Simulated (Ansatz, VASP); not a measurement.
**MoS2: VASP beside Ansatz**

```xyz
6
Lattice="5.8348 0.0000 0.0000 0.0000 5.8348 0.0000 0.0000 0.0000 3.2105" Properties=species:S:1:pos:R:3 pbc="T T T"
Mo    0.0000    0.0000    0.0000
Mo    2.9174    2.9174    1.6052
S     1.6746    1.6746    0.0000
S     4.1602    4.1602    0.0000
S     4.5920    1.2428    1.6052
S     1.2428    4.5920    1.6052
```

Change from the starting cell: volume scaled by 0.98, PAW files.

Alike in both runs: task electric field gradients; functional PBE; k mesh 6 × 6 × 10; occupations fermi-dirac, width 0.03 eV; no spin polarisation.

|  | VASP | Ansatz |
| --- | --- | --- |
| version | VASP 6.6.1 | Ansatz 0.2.0 |
| potentials or method | VASP PAW PBE potentials, release 64 (Mo_sv, S) | PAW with Ansatz's default frozen-core files, scalar-relativistic |
| plane-wave cutoff (eV) | 520 | 420 |
| valence electrons in the cell | 52 | 52 |

VASP gave:

```
pressure (GPa)                                                : 2.8
traceless stress, the component that is largest in VASP (GPa) : -0.17
rms of the force components (eV/Å)                            : 0.045
size of Vzz on the site where it differs most (V/Å²)          : 62.6
```

Problem. Estimate Ansatz's values.

Solution. Pressure (GPa): 2.9; traceless stress, the component that is largest in VASP (GPa): -0.13; rms of the force components (eV/Å): 0.045; size of Vzz on the site where it differs most (V/Å²): 60.0.

Atom by atom the forces differ by 0.000 eV/Å (rms over components). The functional is the same, so the differences come from potentials, cutoffs and numerics.
